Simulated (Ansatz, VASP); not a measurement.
# Ge: VASP beside Ansatz

```
CELL_PARAMETERS angstrom
2.96352 0.00000 0.00000
-1.48176 2.56648 0.00000
0.00000 0.00000 4.59157
ATOMIC_POSITIONS crystal
Ge 0.33333 0.66667 0.25000
Ge 0.66667 0.33333 0.75000
```

Alike in both runs: task single point; functional RPBE; k mesh 19 × 19 × 11; occupations fermi-dirac, width 0.1 eV; no spin polarisation.

|  | VASP | Ansatz |
| --- | --- | --- |
| version | VASP 6.6.1 | Ansatz 0.2.0 |
| potentials or method | VASP PAW PBE potentials, release 64 (Ge_d), cutoff 520 eV | plane waves (420 eV) with PAW, scalar-relativistic |
| valence electrons in the cell | 28 | 28 |

|  | VASP | Ansatz | Ansatz less VASP |
| --- | --- | --- | --- |
| pressure (GPa) | 10.0 | 10.2 | +0.13 |
| traceless stress, the component that is largest in VASP (GPa) | 2.25 | 2.25 | -0.007 |

VASP's potentials were made for PBE, not for RPBE.
